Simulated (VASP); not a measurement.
W: single point with RPBE

Crystal: W.

```
W
1.0
    -1.55004    1.55004    1.55004
     1.55004   -1.55004    1.55004
     1.55004    1.55004   -1.55004
W
1
Direct
  0.00000 0.00000 0.00000
```

```
Program             : VASP 6.6.1
Task                : single point
Functional          : RPBE
Potentials or basis : VASP PAW PBE potentials, release 64 (W_sv)
Cutoff              : 520 eV
k mesh              : 12 × 12 × 12
Occupations         : fermi-dirac, width 0.05 eV
Spin                : no spin polarisation
```

The pressure is 33.4 GPa. The band gap on the k mesh is zero (band 7 reaches 18.09 eV, above the bottom of band 8 at 11.12 eV).

Levels at points of the mesh, in eV from the Fermi level:
```csv
k point,band 5,band 6,band 7,band 8,band 9,band 10
"(0.00, 0.00, 0.00)",-9.95,-1.30,-1.30,-1.30,2.46,2.46
"(0.50, 0.00, 0.00)",-6.66,-3.85,0.92,2.40,3.46,6.76
"(0.50, 0.50, 0.50)",-6.32,-6.32,5.67,5.67,5.67,8.78
```

Run time: 6.3 s on 1 thread of Intel(R) Xeon(R) Platinum 8559C (Emerald Rapids) (shared host), peak memory 0.13 GiB.

Caveat: the PAW data sets were made with another functional, which shifts forces and pressure a little; spin-orbit coupling is left out, which moves the levels of the heavy elements.
